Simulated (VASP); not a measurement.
# CdTe (I-4m2) in VASP: further runs

The runs below take CdTe through single point, with r2SCAN.

Program: VASP 6.6.1. These are calculated values, not measurements. Logs are shortened: lines on timing, memory, paths and dates and some standing lists are left out, and cuts for length are marked.

## Step 1: The cell of the first run

Symmetry: I-4m2, No. 119, tetragonal system. The conventional cell has a = 4.533 Å, b = 4.533 Å, c = 6.314 Å, α = 90.00°, β = 90.00°, γ = 90.00°. Within 3.6 Å of Cd (site symmetry -4m2) lie 4 Te at 2.76 Å. Within 3.6 Å of Te (site symmetry -4m2) lie 4 Cd at 2.76 Å.

## Step 2: Single point, r2SCAN (strain -0.0150 x Voigt [0, 0, 1, 0, 0, 0])

The input, POSCAR:

```
CdTe
1.0
    0.0000000000      3.2050000000      3.1569250000
    3.2050000000      0.0000000000      3.1569250000
    3.2050000000      3.2050000000      0.0000000000
Cd Te
1 1
Direct
    0.0000000000      0.0000000000      0.0000000000
    0.7500000000      0.7500000000      0.7500000000
```

The input, INCAR.step1:

```
  PREC = Accurate
  ENCUT = 520
  ISMEAR = 0
  SIGMA = 0.05
  LREAL = False
  LASPH = True
  NELM = 80
  NBANDS = 16
  GGA = PE
  ALGO = Normal
  EDIFF = 1E-4
  LWAVE = True
  LCHARG = False
```

The input, INCAR.step2:

```
  PREC = Accurate
  ENCUT = 520
  EDIFF = 1E-6
  ISMEAR = 0
  SIGMA = 0.05
  LREAL = False
  LASPH = True
  NELM = 80
  ALGO = Normal
  ISIF = 2
  LWAVE = False
  LCHARG = True
  METAGGA = R2SCAN
  LMIXTAU = True
  LELF = True
  LVHAR = True
  NBANDS = 16
  ISTART = 1
```

The input, KPOINTS:

```
Automatic mesh
0
Gamma
  8 8 8
```

Potentials or basis: VASP PAW PBE potentials, release 64 (Cd, Te).

Launch:

```bash
$ cat potpaw_PBE.64/Cd/POTCAR potpaw_PBE.64/Te/POTCAR > POTCAR
$ cp INCAR.step1 INCAR
$ mpirun -np 1 vasp_std > vasp.out
$ cp INCAR.step2 INCAR
$ mpirun -np 1 vasp_std > vasp.out
```

OUTCAR:

```text
PREC = Accurate
   ENCUT = 520
   EDIFF = 1E-6
   ISMEAR = 0
   LREAL = False
   LASPH = True
   NELM = 80
   ISIF = 2
   METAGGA = R2SCAN
   ISTART = 1

 ion  position               nearest neighbor table
   1  0.000  0.000  0.000-   2 2.76   2 2.76   2 2.76   2 2.76
   2  0.750  0.750  0.750-   1 2.76   1 2.76   1 2.76   1 2.76

  LATTYP: Found a body centered tetragonal cell.
 ALAT       =     4.5325544674
 C/A-ratio  =     1.3930003589

  Lattice vectors:

 A1 = (   0.0000000000,  -3.2050000000,  -3.1569250000)
 A2 = (   0.0000000000,   3.2050000000,  -3.1569250000)
 A3 = (   3.2050000000,   0.0000000000,   3.1569250000)

Analysis of symmetry for initial positions (statically):
=====================================================================
 Subroutine PRICEL returns:
 Original cell was already a primitive cell.

 Routine SETGRP: Setting up the symmetry group for a
 body centered tetragonal supercell.

 Subroutine GETGRP returns: Found  8 space group operations
 (whereof  8 operations were pure point group operations)
 out of a pool of 16 trial point group operations.

The static configuration has the point symmetry D_2d.

Analysis of symmetry for dynamics (positions and initial velocities):
=====================================================================
 Subroutine PRICEL returns:
 Original cell was already a primitive cell.

 Routine SETGRP: Setting up the symmetry group for a
 body centered tetragonal supercell.

 Subroutine GETGRP returns: Found  8 space group operations
 (whereof  8 operations were pure point group operations)
 out of a pool of 16 trial point group operations.

The dynamic configuration has the point symmetry D_2d.

 Subroutine INISYM returns: Found  8 space group operations
 (whereof  8 operations are pure point group operations),
 and found     1 'primitive' translations

----------------------------------------------------------------------------------------

                                     Primitive cell

  volume of cell :      64.8560

  direct lattice vectors                    reciprocal lattice vectors
     0.000000000  3.205000000  3.156925000    -0.156006240  0.156006240  0.158381970
     3.205000000  0.000000000  3.156925000     0.156006240 -0.156006240  0.158381970
     3.205000000  3.205000000  0.000000000     0.156006240  0.156006240 -0.158381970

  length of vectors
     4.498688748  4.498688748  4.532554467     0.271589290  0.271589290  0.271589290

  position of ions in fractional coordinates (direct lattice)
[... 75 lines left out ...]
   LSORBIT =      F    spin-orbit coupling
   LASPH  =      T    aspherical Exc in radial PAW
   ENCUT  =  520.0 eV  38.22 Ry    6.18 a.u.   8.36  8.36  8.43*2*pi/ulx,y,z
   NELM   =     80;   NELMIN=  2; NELMDL=  0     # of ELM steps
   EDIFF  = 0.1E-05   stopping-criterion for ELM
   LREAL  =      F    real-space projection
   EDIFFG = 0.1E-04   stopping-criterion for IOM
   NSW    =      0    number of steps for IOM
   IBRION =     -1    ionic relax: 0-MD 1-quasi-New 2-CG
   NFREE  =      0    steps in history (QN), initial steepest desc. (CG)
   ISIF   =      2    stress and relaxation
   ISYM   =      2    0-nonsym 1-usesym 2-fastsym
   POTIM  = 0.5000    time-step for ionic-motion
   TEBEG  =    0.0;   TEEND  =   0.0 temperature during run
   PSTRESS=    0.0 pullay stress
   NELECT =      18.0000    total number of electrons
   NUPDOWN=      -1.0000    fix difference up-down
   EMIN   =  10.00;   EMAX   =-10.00  energy-range for DOS
   EFERMI =   0.00;   METHOD = LEGACY
   ISMEAR =     0;   SIGMA  =   0.05  broadening in eV -4-tet -1-fermi 0-gaus
   EFERMI_NEDOS =   21; number of points for ismear=-14 and -15
   IALGO  =     38    algorithm
   IMIX   =      4    mixing-type and parameters
     AMIX     =   0.40;   BMIX     =  1.00
     AMIX_MAG =   1.60;   BMIX_MAG =  1.00
  volume/ion in A,a.u.               =      32.43       218.84
  Fermi-wavevector in a.u.,A,eV,Ry     =   1.067863  2.017969 15.515152  1.140331
  Thomas-Fermi vector in A             =   2.203493
   LORBIT       =      0    0 simple, 1 ext, 2 COOP (PROOUT), +10 PAW based schemes
   METAGGA = R2SCAN    functional components
   LHFCALC =     F    Hartree Fock is set to
   AEXX    =    0.0000 exact exchange contribution
   IVDW    =     0    specifies the selected vdW correction
   LEPSILON=     F    determine dielectric tensor
   LRPA    =     F    only Hartree local field effects (RPA)
 non-spin polarized calculation
 Gauss-broadening in eV      SIGMA  =   0.05
  energy-cutoff  :      520.00
  volume of cell :       64.86
 maximum number of plane-waves:      1783
 NGX is ok and might be reduce to    36
   NGX = 17   NGY = 17   NGZ = 17

 number of electron      17.9999998 magnetization

 Free energy of the ion-electron system (eV)
  ---------------------------------------------------
  ext. energy  EPLUGINS =         0.00000000
  ---------------------------------------------------
  free energy    TOTEN  =       -46.57389073 eV

  energy without entropy =      -46.57389073  energy(sigma->0) =      -46.57389073

 E-fermi :   2.7980     XC(G=0):  -9.3316

 val. band max:        2.5928165319   @ k =   0.0000   0.0000   0.0000
 cond. band min:       3.9912656610   @ k =   0.0000   0.0000   0.0000
 fundamental gap:      1.3984491291
 Fermi energy:         2.7979543485

 k-point     1 :       0.0000    0.0000    0.0000
  band No.  band energies     occupation
      1      -9.2721      2.00000
      2      -6.1832      2.00000
      3      -6.1832      2.00000
      4      -6.1794      2.00000
      5      -5.8576      2.00000
      6      -5.8546      2.00000
[... 433 lines left out ...]
      3      -6.0938      2.00000
      4      -5.8852      2.00000
      5      -5.8427      2.00000
      6      -5.7016      2.00000
[... 8 lines left out ...]
     15      12.3340      0.00000
     16      12.9917      0.00000

 [... further k-points ...]
[... 5 lines left out ...]
  --------------------------------------------------------------------------------------
  -------------------------------------------------------------------------------------
  Total        1.6869355      1.6869355      1.7660747      0.0000000      0.0000000     -0.0000000
  in kB       41.6733809     41.6733809     43.6284044      0.0000000      0.0000000     -0.0000000
  external PRESSURE =      42.3250554 kB  Pullay stress =       0.0000000 kB

 VOLUME and BASIS-vectors are now :
 -----------------------------------------------------------------------------
  energy-cutoff  :      520.00
  volume of cell :       64.86
      direct lattice vectors                 reciprocal lattice vectors
     0.000000000  3.205000000  3.156925000    -0.156006240  0.156006240  0.158381970
     3.205000000  0.000000000  3.156925000     0.156006240 -0.156006240  0.158381970
     3.205000000  3.205000000  0.000000000     0.156006240  0.156006240 -0.158381970

 POSITION                                       TOTAL-FORCE (eV/Angst)
 -----------------------------------------------------------------------------------
      0.00000      0.00000      0.00000        -0.000000     -0.000000      0.000000
      4.80750      4.80750      4.73539         0.000000      0.000000     -0.000000
 -----------------------------------------------------------------------------------
    total drift:                                0.000002      0.000002      0.000002

  FREE ENERGIE OF THE ION-ELECTRON SYSTEM (eV)
  ---------------------------------------------------
  free  energy   TOTEN  =       -46.5738907313 eV

  energy  without entropy=      -46.5738907313  energy(sigma->0) =      -46.57389073
```

OSZICAR.step1:

```text
N       E                     dE             d eps       ncg     rms          rms(c)
DAV:   1     0.102694403525E+03    0.10269E+03   -0.84489E+03  1904   0.983E+02
DAV:   2    -0.133338316478E+01   -0.10403E+03   -0.99007E+02  2264   0.240E+02
DAV:   3    -0.489176558748E+01   -0.35584E+01   -0.35525E+01  2320   0.461E+01
DAV:   4    -0.492412385901E+01   -0.32358E-01   -0.32357E-01  2864   0.387E+00
DAV:   5    -0.492422041727E+01   -0.96558E-04   -0.96558E-04  2416   0.184E-01    0.623E+00
DAV:   6    -0.471149598326E+01    0.21272E+00   -0.36826E-01  2304   0.763E+00    0.498E+00
DAV:   7    -0.469549634759E+01    0.16000E-01   -0.11475E-01  2256   0.223E+00    0.182E+00
DAV:   8    -0.469628240277E+01   -0.78606E-03   -0.11857E-02  2128   0.127E+00    0.503E-01
DAV:   9    -0.469656635274E+01   -0.28395E-03   -0.96249E-04  2280   0.342E-01    0.126E-01
DAV:  10    -0.469662330685E+01   -0.56954E-04   -0.10763E-04  1888   0.102E-01
   1 F= -.46966233E+01 E0= -.46966233E+01  d E =-.268413E-14
```

Wall time 8.6 min (1 thread of Intel Xeon 8259CL, shared host); peak memory 0.26 GiB.

What came out:

* Free energy: -46.5739 eV
* Pressure: 4.2 GPa
* Band gap on the k mesh: 1.40 eV

Levels at points of the mesh, in eV from the valence-band top:
| k point | band 6 | band 7 | band 8 | band 9 | band 10 | band 11 | band 12 | band 13 |
| --- | --- | --- | --- | --- | --- | --- | --- | --- |
| (0.00, 0.00, 0.00) | -8.45 | -0.05 | -0.05 | 0.00 | 1.40 | 4.95 | 4.96 | 4.96 |
| (0.50, 0.00, 0.00) | -8.03 | -4.83 | -0.94 | -0.86 | 2.25 | 5.47 | 5.58 | 7.42 |
| (0.50, 0.50, 0.00) | -7.84 | -4.59 | -2.17 | -2.17 | 2.69 | 2.85 | 9.81 | 10.03 |
| (0.50, 0.00, 0.50) | -7.87 | -4.67 | -2.11 | -2.09 | 2.76 | 2.97 | 9.69 | 9.97 |

Caveat: the cell differs from its parent crystal (strain -0.0150 x Voigt [0, 0, 1, 0, 0, 0]); the cell stands under pressure; the PAW data sets were made with another functional, which shifts forces and pressure a little; spin-orbit coupling is left out, which moves the levels of the heavy elements.

## Step 3: Single point, r2SCAN (strain +0.0450 x Voigt [0, 0, 1, 0, 0, 0])

The input, POSCAR:

```
CdTe
1.0
    0.0000000000      3.2050000000      3.3492250000
    3.2050000000      0.0000000000      3.3492250000
    3.2050000000      3.2050000000      0.0000000000
Cd Te
1 1
Direct
    0.0000000000      0.0000000000      0.0000000000
    0.7500000000      0.7500000000      0.7500000000
```

The input, INCAR.step1:

```
PREC = Accurate
ENCUT = 520
ISMEAR = 0
SIGMA = 0.05
LREAL = False
LASPH = True
NELM = 80
NBANDS = 16
GGA = PE
ALGO = Normal
EDIFF = 1E-4
LWAVE = True
LCHARG = False
```

The input, INCAR.step2:

```
PREC = Accurate
ENCUT = 520
EDIFF = 1E-6
ISMEAR = 0
SIGMA = 0.05
LREAL = False
LASPH = True
NELM = 80
ALGO = Normal
ISIF = 2
LWAVE = False
LCHARG = False
METAGGA = R2SCAN
LMIXTAU = True
NBANDS = 16
ISTART = 1
```

The input, KPOINTS:

```
regular mesh
0
Gamma
  8 8 8
```

Potentials or basis: VASP PAW PBE potentials, release 64 (Cd, Te).

Launch:

```bash
$ cat potpaw_PBE.64/Cd/POTCAR potpaw_PBE.64/Te/POTCAR > POTCAR
$ cp INCAR.step1 INCAR
$ mpirun -np 1 vasp_std > vasp.out
$ cp INCAR.step2 INCAR
$ mpirun -np 1 vasp_std > vasp.out
```

OUTCAR:

```text
PREC = Accurate
   ENCUT = 520
   EDIFF = 1E-6
   ISMEAR = 0
   LREAL = False
   LASPH = True
   NELM = 80
   ISIF = 2
   METAGGA = R2SCAN
   ISTART = 1

 ion  position               nearest neighbor table
   1  0.000  0.000  0.000-   2 2.82   2 2.82   2 2.82   2 2.82
   2  0.750  0.750  0.750-   1 2.82   1 2.82   1 2.82   1 2.82

  LATTYP: Found a body centered tetragonal cell.
 ALAT       =     4.5325544674
 C/A-ratio  =     1.4778531727

  Lattice vectors:

 A1 = (  -3.2050000000,   0.0000000000,   3.3492250000)
 A2 = (   3.2050000000,   0.0000000000,   3.3492250000)
[... 626 lines left out ...]
      4      -6.2750      2.00000
      5      -6.2355      2.00000
      6      -6.0829      2.00000
[... 8 lines left out ...]
     15      11.7077      0.00000
     16      12.3928      0.00000

 [... further k-points ...]
[... 5 lines left out ...]
  --------------------------------------------------------------------------------------
  -------------------------------------------------------------------------------------
  Total        0.5962764      0.5962764      0.2593739      0.0000000      0.0000000      0.0000000
  in kB       13.8844220     13.8844220      6.0395769      0.0000000      0.0000000      0.0000000
  external PRESSURE =      11.2694737 kB  Pullay stress =       0.0000000 kB

 VOLUME and BASIS-vectors are now :
 -----------------------------------------------------------------------------
  energy-cutoff  :      520.00
  volume of cell :       68.81
      direct lattice vectors                 reciprocal lattice vectors
     0.000000000  3.205000000  3.349225000    -0.156006240  0.156006240  0.149288268
     3.205000000  0.000000000  3.349225000     0.156006240 -0.156006240  0.149288268
     3.205000000  3.205000000  0.000000000     0.156006240  0.156006240 -0.149288268

 POSITION                                       TOTAL-FORCE (eV/Angst)
 -----------------------------------------------------------------------------------
      0.00000      0.00000      0.00000        -0.000000     -0.000000      0.000000
      4.80750      4.80750      5.02384         0.000000      0.000000      0.000000
 -----------------------------------------------------------------------------------
    total drift:                                0.000001      0.000001      0.000002

  FREE ENERGIE OF THE ION-ELECTRON SYSTEM (eV)
  ---------------------------------------------------
  free  energy   TOTEN  =       -46.6339185687 eV

  energy  without entropy=      -46.6339185687  energy(sigma->0) =      -46.63391857
```

Wall time 8.6 min (1 thread of Intel Xeon 8259CL, shared host); peak memory 0.26 GiB.

Results:

```
Free energy            : -46.6339 eV
Pressure               : 1.1 GPa
Band gap on the k mesh : 1.18 eV
```

Caveat: the cell differs from its parent crystal (strain +0.0450 x Voigt [0, 0, 1, 0, 0, 0]); the PAW data sets were made with another functional, which shifts forces and pressure a little; spin-orbit coupling is left out, which moves the levels of the heavy elements.

## Step 4: Single point, r2SCAN (strain +0.0525 x Voigt [0, 0, 1, 0, 0, 0])

The input, POSCAR:

```
CdTe
1.0
    0.0000000000      3.2050000000      3.3732625000
    3.2050000000      0.0000000000      3.3732625000
    3.2050000000      3.2050000000      0.0000000000
Cd Te
1 1
Direct
    0.0000000000      0.0000000000      0.0000000000
    0.7500000000      0.7500000000      0.7500000000
```

The input, INCAR.step1:

```
SYSTEM = CdTe
PREC     = Accurate       ! precision mode
ENCUT    = 520            ! plane-wave cutoff, eV
ISMEAR   = 0              ! smearing method
SIGMA    = 0.05           ! smearing width, eV
LREAL    = .FALSE.        ! projectors in reciprocal space
LASPH    = .TRUE.         ! aspherical terms in the spheres
NELM     = 60             ! most SCF steps
NBANDS   = 16             ! bands
GGA      = PE             ! functional
ALGO     = Normal         ! electronic algorithm
EDIFF    = 1E-4           ! SCF threshold, eV
LWAVE    = .TRUE.         ! write WAVECAR
LCHARG   = .FALSE.        ! write CHGCAR
```

The input, INCAR.step2:

```
SYSTEM = CdTe
PREC     = Accurate       ! precision mode
ENCUT    = 520            ! plane-wave cutoff, eV
EDIFF    = 1E-6           ! SCF threshold, eV
ISMEAR   = 0              ! smearing method
SIGMA    = 0.05           ! smearing width, eV
LREAL    = .FALSE.        ! projectors in reciprocal space
LASPH    = .TRUE.         ! aspherical terms in the spheres
NELM     = 60             ! most SCF steps
ALGO     = Normal         ! electronic algorithm
ISIF     = 2              ! what is computed and relaxed
LWAVE    = .FALSE.        ! write WAVECAR
LCHARG   = .FALSE.        ! write CHGCAR
METAGGA  = R2SCAN         ! meta-GGA
LMIXTAU  = .TRUE.       
NBANDS   = 16             ! bands
ISTART   = 1
```

The input, KPOINTS:

```
regular mesh
0
G
  8 8 8
  0 0 0
```

Launch:

```bash
$ cat potpaw_PBE.64/Cd/POTCAR potpaw_PBE.64/Te/POTCAR > POTCAR
$ cp INCAR.step1 INCAR
$ mpirun -np 1 vasp_std > vasp.out
$ cp INCAR.step2 INCAR
$ mpirun -np 1 vasp_std > vasp.out
```

Run time: 8 min. Hardware: 1 thread of Intel Xeon 8259CL, shared host; peak memory 0.26 GiB.

The run converged. Its results:

```yaml
Free_energy: -46.6351 eV
Pressure: 0.8 GPa
Band_gap_on_the_k_mesh: 1.14 eV
```

Stress tensor (GPa, compression positive):
```
1.11 0.00 0.00
0.00 1.11 0.00
0.00 0.00 0.17
```

Levels at points of the mesh, in eV from the valence-band top:
```tsv
k point	band 7	band 8	band 9	band 10	band 11	band 12
(0.00, 0.00, 0.00)	-0.19	0.00	0.00	1.14	4.99	4.99
(0.50, 0.00, 0.00)	-4.44	-0.95	-0.69	2.13	5.42	5.70
(0.50, 0.50, 0.00)	-4.48	-1.75	-1.75	3.01	3.20	9.03
(0.50, 0.00, 0.50)	-4.23	-2.01	-1.94	2.79	2.80	9.39
```

Caveat: the cell differs from its parent crystal (strain +0.0525 x Voigt [0, 0, 1, 0, 0, 0]); the PAW data sets were made with another functional, which shifts forces and pressure a little; spin-orbit coupling is left out, which moves the levels of the heavy elements.

## Step 5: The runs side by side

| cell | gap on the mesh (eV) | pressure (GPa) |
| --- | --- | --- |
| a = 4.499, b = 4.499, c = 4.533 Å, angles 59.8, 59.8, 60.5°, 2 atoms | 1.40 | 4.2 |
| a = 4.636, b = 4.636, c = 4.533 Å, angles 60.7, 60.7, 58.5°, 2 atoms | 1.18 | 1.1 |
| a = 4.653, b = 4.653, c = 4.533 Å, angles 60.9, 60.9, 58.3°, 2 atoms | 1.14 | 0.8 |

Alike in all rows: task single point; level r2SCAN; potentials or basis VASP PAW PBE potentials, release 64 (Cd, Te); no spin polarisation; k mesh 8 × 8 × 8; cutoff (eV) 520; smearing gaussian 0.05 eV.

Caveats: the PAW data sets were made with another functional, which shifts forces and pressure a little; spin-orbit coupling is left out, which moves the levels of the heavy elements; the cell stands under pressure (at least some runs).

Absolute energies hang on the potentials; compare differences alone.
